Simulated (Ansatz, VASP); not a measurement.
# Two plane-wave programs on Al

```
CELL_PARAMETERS angstrom
0.00000 1.82585 1.82585
1.82585 0.00000 1.82585
1.82585 1.82585 0.00000
ATOMIC_POSITIONS crystal
Al 0.00000 0.00000 0.00000
```

Alike in both runs: task relaxation of cell and atoms; functional PBEsol; k mesh 10 × 10 × 10; occupations gaussian, width 0.1 eV; no spin polarisation.

|  | VASP | Ansatz |
| --- | --- | --- |
| version | VASP 6.6.1 | Ansatz 0.2.0 |
| potentials or method | VASP PAW PBE potentials, release 64 (Al), cutoff 600 eV | scalar-relativistic, plane waves, PAW |
| valence electrons in the cell | 3 | 3 |

```csv
,VASP,Ansatz,Ansatz less VASP
"gap on the k mesh at the Fermi level, each at its own relaxed structure (eV)",none,none,-
relaxed volume (Å³/atom),16.11,16.03,-0.083
relaxed cell length with the largest relative difference (Å),2.835,2.830,-0.0049
```

VASP's potentials were made for PBE, not for PBEsol. A gap of «none» marks a metal or a gap that the smearing closes.

Noted on VASP's run: the volume moved by over 15 % at a fixed basis, so the end points are rough.
